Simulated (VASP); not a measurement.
# Si3Br (Pm-3m) in VASP: notebook, part 2 of 2

VASP 6.6.1.

**3. Single point, PBE**

This run uses another cell than the first one, of 18.80 Å³/atom, 1.082 times its volume.

INCAR reads:

```
SYSTEM = Si3Br
PREC     = Accurate       ! precision mode
ENCUT    = 520            ! plane-wave cutoff, eV
EDIFF    = 1E-7           ! SCF threshold, eV
ISMEAR   = 0              ! smearing method
SIGMA    = 0.1            ! smearing width, eV
LREAL    = .FALSE.        ! projectors in reciprocal space
LASPH    = .TRUE.         ! aspherical terms in the spheres
NELM     = 80             ! most SCF steps
ALGO     = Normal         ! electronic algorithm
ISIF     = 2              ! what is computed and relaxed
LWAVE    = .FALSE.        ! write WAVECAR
LCHARG   = .FALSE.        ! write CHGCAR
GGA      = PE             ! functional
NBANDS   = 18             ! bands
```

KPOINTS reads:

```
regular mesh
0
G
  12 12 12
  0 0 0
```

POSCAR reads:

```
Si3Br
1.0
    4.2209766253      0.0000000000      0.0000000000
    0.0000000000      4.2209766253      0.0000000000
    0.0000000000      0.0000000000      4.2209766253
Si Br
3 1
Direct
    0.0000000000      0.5000000000      0.5000000000
    0.5000000000      0.0000000000      0.5000000000
    0.5000000000      0.5000000000      0.0000000000
    0.0000000000      0.0000000000      0.0000000000
```

Potentials or basis: VASP PAW PBE potentials, release 64 (Si, Br).

On the command line:

```sh
cat potpaw_PBE.64/Si/POTCAR potpaw_PBE.64/Br/POTCAR > POTCAR
mpirun -np 1 vasp_std > vasp.out
```

OUTCAR:

```text
SYSTEM = Si3Br
   PREC = Accurate
   ENCUT = 520
   EDIFF = 1E-7
   ISMEAR = 0
   LREAL = .FALSE.
   LASPH = .TRUE.
   NELM = 80
   ISIF = 2
   GGA = PE

 ion  position               nearest neighbor table
   1  0.000  0.500  0.500-   2 2.98   3 2.98   3 2.98   2 2.98   2 2.98   3 2.98   3 2.98   2 2.98

   2  0.500  0.000  0.500-   1 2.98   3 2.98   3 2.98   1 2.98   3 2.98   3 2.98   1 2.98   1 2.98

   3  0.500  0.500  0.000-   1 2.98   2 2.98   1 2.98   2 2.98   2 2.98   2 2.98   1 2.98   1 2.98

   4  0.000  0.000  0.000-

  LATTYP: Found a simple cubic cell.
 ALAT       =     4.2209766253

  Lattice vectors:

 A1 = (   4.2209766253,   0.0000000000,   0.0000000000)
 A2 = (   0.0000000000,   4.2209766253,   0.0000000000)
 A3 = (   0.0000000000,   0.0000000000,   4.2209766253)

Analysis of symmetry for initial positions (statically):
=====================================================================
 Subroutine PRICEL returns:
 Original cell was already a primitive cell.

 Routine SETGRP: Setting up the symmetry group for a
 simple cubic supercell.

 Subroutine GETGRP returns: Found 48 space group operations
[... 9 lines left out ...]

 Routine SETGRP: Setting up the symmetry group for a
 simple cubic supercell.

 Subroutine GETGRP returns: Found 48 space group operations
[... 11 lines left out ...]
                                     Primitive cell

  volume of cell :      75.2036

  direct lattice vectors                    reciprocal lattice vectors
     4.220976625  0.000000000  0.000000000     0.236911997  0.000000000  0.000000000
     0.000000000  4.220976625  0.000000000     0.000000000  0.236911997  0.000000000
     0.000000000  0.000000000  4.220976625     0.000000000  0.000000000  0.236911997

  length of vectors
     4.220976625  4.220976625  4.220976625     0.236911997  0.236911997  0.236911997

  position of ions in fractional coordinates (direct lattice)
     0.000000000  0.500000000  0.500000000
     0.500000000  0.000000000  0.500000000
     0.500000000  0.500000000  0.000000000
     0.000000000  0.000000000  0.000000000

  ion indices of the primitive-cell ions
   primitive index   ion index
                 1           1
                 2           2
                 3           3
                 4           4

----------------------------------------------------------------------------------------

 KPOINTS: regular mesh

Automatic generation of k-mesh.
 Grid dimensions read from file:
 generate k-points for:   12   12   12

 Generating k-lattice:

  Cartesian coordinates                     Fractional coordinates (reciprocal lattice)
     0.019742666  0.000000000  0.000000000     0.083333333  0.000000000  0.000000000
     0.000000000  0.019742666  0.000000000     0.000000000  0.083333333  0.000000000
     0.000000000  0.000000000  0.019742666     0.000000000  0.000000000  0.083333333

  Length of vectors
     0.019742666  0.019742666  0.019742666

  Shift w.r.t. Gamma in fractional coordinates (k-lattice)
     0.000000000  0.000000000  0.000000000

 Subroutine IBZKPT returns following result:
 ===========================================

 Found     84 irreducible k-points:

 Following reciprocal coordinates:
            Coordinates               Weight
  0.000000  0.000000  0.000000      1.000000
  0.083333  0.000000  0.000000      6.000000
  0.166667  0.000000  0.000000      6.000000
  0.250000  0.000000  0.000000      6.000000
  0.333333  0.000000  0.000000      6.000000
  0.416667  0.000000  0.000000      6.000000
[... 16 lines left out ...]
  0.333333  0.333333  0.000000     12.000000
  0.416667  0.333333  0.000000     24.000000
 [... further k-points ...]
   k-points           NKPTS =     84   k-points in BZ     NKDIM =     84   number of bands    NBANDS=     18
   number of dos      NEDOS =    301   number of ions     NIONS =      4
   total plane-waves  NPLWV =  32768
   dimension x,y,z NGX =    32 NGY =   32 NGZ =   32
   dimension x,y,z NGXF=    64 NGYF=   64 NGZF=   64
   ions per type =               3   1
   NGX,Y,Z   is equivalent  to a cutoff of  12.60, 12.60, 12.60 a.u.
   NGXF,Y,Z  is equivalent  to a cutoff of  25.21, 25.21, 25.21 a.u.
 SYSTEM =  Si3Br
   PREC   = accura    normal or accurate (medium, high low for compatibility)
   ISTART =      0    job   : 0-new  1-cont  2-samecut
   ICHARG =      2    charge: 1-file 2-atom 10-const
   ISPIN  =      1    spin polarized calculation?
   LNONCOLLINEAR =      F non collinear calculations
   LSORBIT =      F    spin-orbit coupling
   LASPH  =      T    aspherical Exc in radial PAW
   ENCUT  =  520.0 eV  38.22 Ry    6.18 a.u.   7.85  7.85  7.85*2*pi/ulx,y,z
   NELM   =     80;   NELMIN=  2; NELMDL= -5     # of ELM steps
   EDIFF  = 0.1E-06   stopping-criterion for ELM
   LREAL  =      F    real-space projection
   EDIFFG = 0.1E-05   stopping-criterion for IOM
   NSW    =      0    number of steps for IOM
   IBRION =     -1    ionic relax: 0-MD 1-quasi-New 2-CG
   NFREE  =      0    steps in history (QN), initial steepest desc. (CG)
   ISIF   =      2    stress and relaxation
   ISYM   =      2    0-nonsym 1-usesym 2-fastsym
   POTIM  = 0.5000    time-step for ionic-motion
   TEBEG  =    0.0;   TEEND  =   0.0 temperature during run
   PSTRESS=    0.0 pullay stress
   NELECT =      19.0000    total number of electrons
   NUPDOWN=      -1.0000    fix difference up-down
   EMIN   =  10.00;   EMAX   =-10.00  energy-range for DOS
   EFERMI =   0.00;   METHOD = LEGACY
   ISMEAR =     0;   SIGMA  =   0.10  broadening in eV -4-tet -1-fermi 0-gaus
   EFERMI_NEDOS =   21; number of points for ismear=-14 and -15
   IALGO  =     38    algorithm
   IMIX   =      4    mixing-type and parameters
     AMIX     =   0.40;   BMIX     =  1.00
     AMIX_MAG =   1.60;   BMIX_MAG =  1.00
  volume/ion in A,a.u.               =      18.80       126.87
  Fermi-wavevector in a.u.,A,eV,Ry     =   1.034935  1.955744 14.573071  1.071091
  Thomas-Fermi vector in A             =   2.169254
   LORBIT       =      0    0 simple, 1 ext, 2 COOP (PROOUT), +10 PAW based schemes
   GGA     = PE    functional components
   LHFCALC =     F    Hartree Fock is set to
   AEXX    =    0.0000 exact exchange contribution
   IVDW    =     0    specifies the selected vdW correction
   LEPSILON=     F    determine dielectric tensor
   LRPA    =     F    only Hartree local field effects (RPA)
 non-spin polarized calculation
 Gauss-broadening in eV      SIGMA  =   0.10
  energy-cutoff  :      520.00
  volume of cell :       75.20
 maximum number of plane-waves:      2048
 NGX is ok and might be reduce to    32
   NGX = 15   NGY = 15   NGZ = 15

 number of electron      18.9999999 magnetization

 Free energy of the ion-electron system (eV)
  ---------------------------------------------------
  ext. energy  EPLUGINS =         0.00000000
  ---------------------------------------------------
  free energy    TOTEN  =       -14.07599334 eV

  energy without entropy =      -14.06480133  energy(sigma->0) =      -14.07039734

 E-fermi :   7.1795     XC(G=0): -10.3589

 val. band max:        7.1776304762   @ k =   0.4167   0.4167   0.0833
 cond. band min:       7.2236630699   @ k =   0.5000   0.3333   0.0000
 fundamental gap:      0.0460325937
 Fermi energy:         7.1795351818

 k-point     1 :       0.0000    0.0000    0.0000
  band No.  band energies     occupation
      1     -10.0188      2.00000
      2      -2.6464      2.00000
      3       1.1634      2.00000
      4       1.1634      2.00000
      5       1.1634      2.00000
      6       2.4678      2.00000
[... 10 lines left out ...]
     17      11.9078      0.00000
     18      12.7097      0.00000

 k-point     2 :       0.0833    0.0000    0.0000
  band No.  band energies     occupation
      1     -10.0018      2.00000
      2      -2.6885      2.00000
      3       0.8216      2.00000
      4       1.2015      2.00000
      5       1.2015      2.00000
      6       2.5087      2.00000
[... 10 lines left out ...]
     17      12.3344      0.00000
     18      12.7907      0.00000
[... 442 lines left out ...]
 k-point    24 :       0.4167    0.3333    0.0000
  band No.  band energies     occupation
      1      -9.6118      2.00000
      2      -2.6613      2.00000
      3      -1.5429      2.00000
      4       0.2454      2.00000
      5       2.2640      2.00000
      6       3.0694      2.00000
[... 10 lines left out ...]
     17      14.6056      0.00000
     18      16.4507      0.00000

 [... further k-points ...]

------------------------ aborting loop because EDIFF is reached ----------------------------------------

  FORCE on cell =-STRESS in cart. coord.  units (eV):
  Direction    XX          YY          ZZ          XY          YZ          ZX
  --------------------------------------------------------------------------------------
  -------------------------------------------------------------------------------------
  Total        0.0064239      0.0064239      0.0064239      0.0000000     -0.0000000      0.0000000
  in kB        0.1368576      0.1368576      0.1368576      0.0000000     -0.0000000      0.0000000
  external PRESSURE =       0.1368576 kB  Pullay stress =       0.0000000 kB

 VOLUME and BASIS-vectors are now :
 -----------------------------------------------------------------------------
  energy-cutoff  :      520.00
  volume of cell :       75.20
      direct lattice vectors                 reciprocal lattice vectors
     4.220976625  0.000000000  0.000000000     0.236911997  0.000000000  0.000000000
     0.000000000  4.220976625  0.000000000     0.000000000  0.236911997  0.000000000
     0.000000000  0.000000000  4.220976625     0.000000000  0.000000000  0.236911997

 POSITION                                       TOTAL-FORCE (eV/Angst)
 -----------------------------------------------------------------------------------
      0.00000      2.11049      2.11049         0.000000      0.000000      0.000000
      2.11049      0.00000      2.11049         0.000000      0.000000      0.000000
      2.11049      2.11049      0.00000         0.000000      0.000000      0.000000
      0.00000      0.00000      0.00000         0.000000      0.000000      0.000000
 -----------------------------------------------------------------------------------
    total drift:                               -0.000000     -0.000000     -0.000000

  FREE ENERGIE OF THE ION-ELECTRON SYSTEM (eV)
  ---------------------------------------------------
  free  energy   TOTEN  =       -14.0759933421 eV

  energy  without entropy=      -14.0648013289  energy(sigma->0) =      -14.07039734
```

It took 37 s on 1 thread of Intel Xeon Platinum 8488C (Sapphire Rapids), shared host; peak memory 0.24 GiB.

What came out:

- Free energy: -14.0760 eV
- Pressure: 0.0 GPa

Caveat: an odd number of electrons without spin polarisation forces a metal; a magnetic or distorted state may lie lower.

**4. Relaxation of cell and atoms, PBE**

This run uses another cell than the first one, of 19.18 Å³/atom, 1.104 times its volume.

INCAR reads:

```
SYSTEM = Si3Br
ALGO = Normal
EDIFF = 1E-6
EDIFFG = -0.01
ENCUT = 600
GGA = PE
IBRION = 2
ISIF = 3
ISMEAR = 0
LASPH = .True.
LCHARG = .False.
LREAL = .False.
LWAVE = .False.
NELM = 100
NSW = 100
PREC = Accurate
SIGMA = 0.1
```

KPOINTS reads:

```
k-points
0
Gamma
  12 12 12
  0 0 0
```

POSCAR reads:

```
Si3Br
1.0
    4.2494233847      0.0000000000      0.0000000000
    0.0000000000      4.2494233847      0.0000000000
    0.0000000000      0.0000000000      4.2494233847
Si Br
3 1
Direct
    0.0000000000      0.5000000000      0.5000000000
    0.5000000000      0.0000000000      0.5000000000
    0.5000000000      0.5000000000      0.0000000000
    0.0000000000      0.0000000000      0.0000000000
```

Potentials or basis: VASP PAW PBE potentials, release 64 (Si, Br).

On the command line:

```sh
cat potpaw_PBE.64/Si/POTCAR potpaw_PBE.64/Br/POTCAR > POTCAR
mpirun -np 1 vasp_std > vasp.out
```

OUTCAR:

```text
SYSTEM = Si3Br
   EDIFF = 1E-6
   EDIFFG = -0.01
   ENCUT = 600
   GGA = PE
   IBRION = 2
   ISIF = 3
   ISMEAR = 0
   LASPH = .True.
   LREAL = .False.
   NELM = 100
   NSW = 100
   PREC = Accurate

 ion  position               nearest neighbor table
   1  0.000  0.500  0.500-   2 3.00   3 3.00   3 3.00   2 3.00   2 3.00   3 3.00   3 3.00   2 3.00

   2  0.500  0.000  0.500-   1 3.00   3 3.00   3 3.00   1 3.00   3 3.00   3 3.00   1 3.00   1 3.00

   3  0.500  0.500  0.000-   1 3.00   2 3.00   1 3.00   2 3.00   2 3.00   2 3.00   1 3.00   1 3.00

   4  0.000  0.000  0.000-

  LATTYP: Found a simple cubic cell.
 ALAT       =     4.2494233847

  Lattice vectors:

 A1 = (   4.2494233847,   0.0000000000,   0.0000000000)
 A2 = (   0.0000000000,   4.2494233847,   0.0000000000)
 A3 = (   0.0000000000,   0.0000000000,   4.2494233847)

Analysis of symmetry for initial positions (statically):
=====================================================================
 Subroutine PRICEL returns:
 Original cell was already a primitive cell.

 Routine SETGRP: Setting up the symmetry group for a
 simple cubic supercell.

 Subroutine GETGRP returns: Found 48 space group operations
[... 9 lines left out ...]

 Routine SETGRP: Setting up the symmetry group for a
 simple cubic supercell.

 Subroutine GETGRP returns: Found 48 space group operations
[... 11 lines left out ...]
                                     Primitive cell

  volume of cell :      76.7344
[... 218 lines left out ...]

 number of electron      19.0000000 magnetization

 Free energy of the ion-electron system (eV)
  ---------------------------------------------------
  ext. energy  EPLUGINS =         0.00000000
  ---------------------------------------------------
  free energy    TOTEN  =       -14.07635356 eV

  energy without entropy =      -14.06519958  energy(sigma->0) =      -14.07077657

 E-fermi :   7.1681     XC(G=0): -10.3547

 val. band max:        7.1669329162   @ k =   0.4167   0.4167   0.0833
 cond. band min:       7.2135170007   @ k =   0.5000   0.3333   0.0000
 fundamental gap:      0.0465840846
 Fermi energy:         7.1681391907

 k-point     1 :       0.0000    0.0000    0.0000
  band No.  band energies     occupation
      1     -10.0246      2.00000
      2      -2.6548      2.00000
      3       1.1575      2.00000
      4       1.1575      2.00000
      5       1.1575      2.00000
      6       2.4558      2.00000
      7       2.4558      2.00000
      8       6.7255      2.00000
      9       6.7255      2.00000
     10       6.7255      2.00000
     11       9.5313      0.00000
     12       9.5313      0.00000
     13       9.5313      0.00000
[... 354 lines left out ...]
  band No.  band energies     occupation
      1      -9.6190      2.00000
      2      -2.6664      2.00000
      3      -1.5486      2.00000
      4       0.2375      2.00000
      5       2.2569      2.00000
      6       3.0599      2.00000
      7       4.2917      2.00000
      8       5.6598      2.00000
      9       5.7634      2.00000
     10       7.1108      1.58250
     11       7.1166      1.53355
     12       8.5041      0.00000
     13       9.1451      0.00000

 [... further k-points ...]

------------------------ aborting loop because EDIFF is reached ----------------------------------------

  FORCE on cell =-STRESS in cart. coord.  units (eV):
  Direction    XX          YY          ZZ          XY          YZ          ZX
  --------------------------------------------------------------------------------------
  -------------------------------------------------------------------------------------
  Total       -0.0102042     -0.0102042     -0.0102042      0.0000000      0.0000000      0.0000000
  in kB       -0.2171809     -0.2171809     -0.2171809      0.0000000      0.0000000      0.0000000
  external PRESSURE =      -0.2171809 kB  Pullay stress =       0.0000000 kB
[... 19 lines left out ...]
  FREE ENERGIE OF THE ION-ELECTRON SYSTEM (eV)
  ---------------------------------------------------
  free  energy   TOTEN  =       -14.0763535598 eV

  energy  without entropy=      -14.0651995815  energy(sigma->0) =      -14.07077657

 reached required accuracy - stopping structural energy minimisation
```

CONTCAR:

```text
Si3Br
   1.00000000000000
     4.2223719618628062   -0.0000000000000000    0.0000000000000000
     0.0000000000000000    4.2223719618628062    0.0000000000000000
    -0.0000000000000000   -0.0000000000000000    4.2223719618628062
  Si              Br
     3     1
Direct
     0.0000000000000000    0.5000000000000000    0.5000000000000000
     0.5000000000000000    0.0000000000000000    0.5000000000000000
     0.5000000000000000    0.5000000000000000    0.0000000000000000
     0.0000000000000000    0.0000000000000000    0.0000000000000000

  0.00000000E+00  0.00000000E+00  0.00000000E+00
  0.00000000E+00  0.00000000E+00  0.00000000E+00
  0.00000000E+00  0.00000000E+00  0.00000000E+00
  0.00000000E+00  0.00000000E+00  0.00000000E+00
```

Run time: 1.9 min. Hardware: 1 thread of Intel Xeon Platinum 8488C (Sapphire Rapids), shared host; peak memory 0.27 GiB.

What came out:

```yaml
Free_energy: -14.0764 eV
Relaxed_volume: 18.82 Å³/atom
Relaxed_cell: a = 4.222 Å, b = 4.222 Å, c = 4.222 Å, α = 90.00°, β = 90.00°, γ = 90.00°
Space_group_after_relaxing_to_0.05_Å: Pm-3m (No. 221)
Energy_gained_by_relaxing: 1.1 meV/atom
Ionic_steps: 3
Pressure_after_relaxing: 0.0 GPa
```

The path:
| step | energy change (eV) | largest force (eV/Å) | pressure (GPa) | volume (Å³) |
| --- | --- | --- | --- | --- |
| 1 | 0.0000 | 0.0000 | -0.93 | 76.73 |
| 2 | -0.0043 | 0.0000 | -0.15 | 75.50 |
| 3 | -0.0044 | 0.0000 | -0.02 | 75.28 |

Final structure:
```
CELL_PARAMETERS angstrom
4.22237 0.00000 0.00000
0.00000 4.22237 0.00000
0.00000 0.00000 4.22237
ATOMIC_POSITIONS crystal
Si 0.00000 0.50000 0.50000
Si 0.50000 0.00000 0.50000
Si 0.50000 0.50000 0.00000
Br 0.00000 0.00000 0.00000
```

Caveat: an odd number of electrons without spin polarisation forces a metal; a magnetic or distorted state may lie lower.

**5. Summary**

| task | cell | k mesh | cutoff (eV) | gap on the mesh (eV) | pressure (GPa) | relaxed volume (Å³/atom) |
| --- | --- | --- | --- | --- | --- | --- |
| relaxation of cell and atoms | relaxed from a = 4.112 Å, 4 atoms | 4 × 4 × 4 | 600 | none | 0.0 | 19.13 |
| single point | a = 4.221 Å, 4 atoms | 12 × 12 × 12 | 520 | none | 0.0 | - |
| relaxation of cell and atoms | relaxed from a = 4.249 Å, 4 atoms | 12 × 12 × 12 | 600 | none | 0.0 | 18.82 |

Alike in all rows: level PBE; potentials or basis VASP PAW PBE potentials, release 64 (Si, Br); no spin polarisation; smearing gaussian 0.1 eV.

Caveats: some runs use coarse meshes; an odd number of electrons without spin polarisation forces a metal; a magnetic or distorted state may lie lower.

Total energies depend on the potentials used, so only differences within one code and one set of settings carry meaning.
